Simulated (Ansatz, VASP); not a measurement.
## InSe in VASP and in Ansatz

```
CELL_PARAMETERS angstrom
1.98666 1.14700 8.12982
-1.98666 1.14700 8.12982
0.00000 -2.29400 8.12982
ATOMIC_POSITIONS crystal
In 0.99947 0.99947 0.99947
In 0.11190 0.11190 0.11190
Se 0.61415 0.61415 0.61415
Se 0.83048 0.83048 0.83048
```

Alike in both runs: functional LDA; k mesh 12 × 12 × 12; occupations gaussian, width 0.01 eV; no spin polarisation.

Ansatz relaxed the structure, and its values are those at the end. VASP's run is a single point on that final structure, the one shown.

```csv
,VASP,Ansatz
version,VASP 6.6.1,Ansatz 0.2.0
potentials or method,"VASP PAW LDA potentials, release 64 (In_d, Se), cutoff 520 eV","scalar-relativistic, plane waves, PAW"
valence electrons in the cell,38,58
```

Ansatz gave:

- gap on the k mesh at the Fermi level (eV): 0.20
- least direct gap on the mesh (eV): 0.20
- pressure (GPa): 0.0
- rms of the force components (eV/Å): 0.000

Question: What did VASP give for the same quantities?

Answer: gap on the k mesh at the Fermi level (eV): 0.21; least direct gap on the mesh (eV): 0.21; pressure (GPa): 0.2; rms of the force components (eV/Å): 0.012.

LDA's correlation is that of Perdew and Zunger in VASP and of Perdew and Wang (1992) in Ansatz. VASP's potentials hold 38 valence electrons a cell and Ansatz's 58, so a difference there can come from the potentials and not from the codes.
